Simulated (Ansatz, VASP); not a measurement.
One calculation of Sc2GaS, two programs

```
Sc Ga S
1.0
     3.79925    0.00000    0.00000
     0.00000    3.79925    0.00000
     0.00000    0.00000    7.11824
Sc Ga S
2 1 1
Direct
  0.50000 0.00000 0.22926
  0.00000 0.50000 0.77074
  0.00000 0.00000 0.50000
  0.50000 0.50000 0.00000
```

Change from the starting cell: species swapped into the ZnCdS2 type (P-4m2, No. 115).

Alike in both runs: functional PBE; k mesh 4 × 4 × 4; occupations gaussian, width 0.1 eV; no spin polarisation.

Ansatz relaxed the structure, and its values are those at the end. VASP's run is a single point on that final structure, the one shown.

|  | VASP | Ansatz |
| --- | --- | --- |
| version | VASP 6.6.1 | Ansatz 0.2.0 |
| potentials or method | VASP PAW PBE potentials, release 64 (Sc_sv, Ga_d, S), cutoff 520 eV | scalar-relativistic, plane waves, PAW |
| valence electrons in the cell | 41 | 41 |

```tsv
	VASP	Ansatz	Ansatz less VASP
gap on the k mesh at the Fermi level (eV)	none	none	-
pressure (GPa)	0.2	0.0	-0.12
rms of the force components (eV/Å)	0.012	0.007	-0.0045
```

A gap of «none» marks a metal or a gap that the smearing closes.

The k mesh is coarse, so the values compare programs but aren't converged.
